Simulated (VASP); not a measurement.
Wanted: the native input for a VASP 6.6.1 run.

| Property | Result |
| --- | --- |
| Task | relaxation of cell and atoms |
| Functional | PBE |
| Potentials or basis | VASP PAW PBE potentials, release 64 (Si, B) |
| Cutoff | 600 eV |
| k mesh | 4 × 4 × 4 |
| Occupations | gaussian, width 0.1 eV |
| Spin | no spin polarisation |
| Dipole correction | no |
| Further INCAR settings | ALGO = Normal; EDIFF = 1e-06; IBRION = 2; EDIFFG = -0.04; NSW = 90; ISIF = 3 |

The structure of Si3B lies in POSCAR:

```
Si3B
1.0
    3.7761155300      0.0000000000      0.0000000000
    0.0000000000      3.7761155300      0.0000000000
    0.0000000000      0.0000000000      3.9849933400
Si B
3 1
Direct
    0.0000000000      0.0000000000      0.5000000000
    0.0000000000      0.5000000000      0.0000000000
    0.5000000000      0.0000000000      0.0000000000
    0.5000000000      0.5000000000      0.5000000000
```

One way to write it, as run:

INCAR

```
SYSTEM = Si3B
ALGO     = Normal         ! electronic algorithm
EDIFF    = 1E-6           ! SCF threshold, eV
EDIFFG   = -0.04          ! ionic threshold
ENCUT    = 600            ! plane-wave cutoff, eV
GGA      = PE             ! functional
IBRION   = 2              ! ionic algorithm
ISIF     = 3              ! what is computed and relaxed
ISMEAR   = 0              ! smearing method
LASPH    = .TRUE.         ! aspherical terms in the spheres
LCHARG   = .FALSE.        ! write CHGCAR
LREAL    = .FALSE.        ! projectors in reciprocal space
LWAVE    = .FALSE.        ! write WAVECAR
NELM     = 100            ! most SCF steps
NSW      = 90             ! ionic steps
PREC     = Accurate       ! precision mode
SIGMA    = 0.1            ! smearing width, eV
```

KPOINTS

```
k-points
0
G
  4 4 4
  0 0 0
```

Potentials or basis: VASP PAW PBE potentials, release 64 (Si, B).

Command:

```bash
$ cat potpaw_PBE.64/Si/POTCAR potpaw_PBE.64/B/POTCAR > POTCAR
$ mpirun -np 1 vasp_std > vasp.out
```

It gave:

```yaml
Relaxed_volume: 12.13 Å³/atom
Relaxed_cell: a = 3.645 Å, b = 3.645 Å, c = 3.652 Å, α = 90.00°, β = 90.00°, γ = 90.00°
Space_group_after_relaxing_to_0.05_Å: Pm-3m (No. 221)
Energy_gained_by_relaxing: 111.0 meV/atom
Ionic_steps: 7
Pressure_after_relaxing: 0.0 GPa
```

Caveat: the k points lie up to 0.43 Å⁻¹ apart in the final cell.

Run time: 27 s on 1 thread of Intel(R) Xeon(R) 6975P-C (Granite Rapids), on a shared host, peak memory 0.16 GiB.
